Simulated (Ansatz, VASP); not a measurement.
LiF in VASP and in Ansatz

INCAR

```
PREC = Accurate
ENCUT = 520
EDIFF = 1E-6
ISMEAR = 0
SIGMA = 0.02
LREAL = False
LASPH = True
NELM = 60
ALGO = Normal
ISIF = 2
LWAVE = False
LCHARG = False
GGA = PE
NBANDS = 12
```

File KPOINTS:

```
regular mesh
0
Gamma
  10 10 10
```

POSCAR

```
LiF
1.0
    2.5595330000      0.0000000000      0.0000000000
    0.0000000000      2.5595330000      0.0000000000
    0.0000000000      0.0000000000      2.5595330000
Li F
1 1
Direct
    0.0000000000      0.0586044407      0.0000000000
    0.5000000000      0.5000000000      0.5000000000
```

Input for Ansatz:

```yaml
crystal:
  lattice:
    - [2.559533, 0.0, 0.0]
    - [0.0, 2.559533, 0.0]
    - [0.0, 0.0, 2.559533]
  atoms:
    - { symbol: Li, position: [0.0, 0.0586044407, 0.0] }
    - { symbol: F, position: [0.5, 0.5, 0.5] }
basis:
  ecutwfc: 420
kpoints:
  mp_grid: { grid: [10, 10, 10] }
hamiltonian:
  xc: pbe
scf:
  occupations: { method: gaussian, width: 0.02 }
output:
  forces: true
  stress: true
  eigenvalues: true
```

Change from the starting cell: one atom moved.

Alike in both runs: task single point; functional PBE; k mesh 10 × 10 × 10; occupations gaussian, width 0.02 eV; no spin polarisation.

```csv
,VASP,Ansatz
version,VASP 6.6.1,Ansatz 0.2.0
potentials or method,"VASP PAW PBE potentials, release 64 (Li_sv, F), cutoff 520 eV","scalar-relativistic, plane waves, PAW"
valence electrons in the cell,10,10
```

|  | VASP | Ansatz | Ansatz less VASP |
| --- | --- | --- | --- |
| gap on the k mesh at the Fermi level (eV) | 7.49 | 7.48 | -0.007 |
| least direct gap on the mesh (eV) | 8.14 | 8.14 | -0.007 |
| rms of the force components (eV/Å) | 0.029 | 0.029 | -0.0001 |

Atom by atom the forces differ by 0.000 eV/Å (rms over components).

Noted on VASP's run: the cutoff is under 1.25 times that of the potentials, so the pressure is a little rough.
